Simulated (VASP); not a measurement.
A run of VASP 6.6.1 is set up as follows.

File INCAR:

```
SYSTEM = Ti
ALGO = Normal
EDIFF = 1E-7
ENCUT = 520
GGA = PS
ISIF = 2
ISMEAR = 0
LASPH = .True.
LCHARG = .True.
LELF = .True.
LREAL = .False.
LVHAR = .True.
LWAVE = .False.
NBANDS = 12
NELM = 80
PREC = Accurate
SIGMA = 0.15
```

Contents of KPOINTS:

```
k-points
0
Gamma
  20 20 20
  0 0 0
```

File POSCAR:

```
Ti
1.0
    0.0000000000      2.0807500000      1.9792500000
    2.0807500000      0.0000000000      1.9792500000
    2.0807500000      2.0807500000      0.0000000000
Ti
1
Direct
    0.0000000000      0.0000000000      0.0000000000
```

Potentials or basis: VASP PAW PBE potentials, release 64 (Ti_sv).

Run with:

```console
$ cat potpaw_PBE.64/Ti_sv/POTCAR > POTCAR
$ mpirun -np 1 vasp_std > vasp.out
```

**Question.** What does it give for the band gap on the k mesh?

**Answer.** Zero (band 6 reaches 9.05 eV, above the bottom of band 7 at 7.76 eV).

**Question.** Predict the pressure.

**Answer.** -3.2 GPa.

Stress tensor (GPa, compression positive):
```
-3.72  0.00  0.00
 0.00 -3.72  0.00
 0.00  0.00 -2.07
```

Caveat: the cell differs from its parent crystal (strain +0.025 along x and y, -0.025 along z); the PAW data sets were made with another functional, which shifts forces and pressure a little.
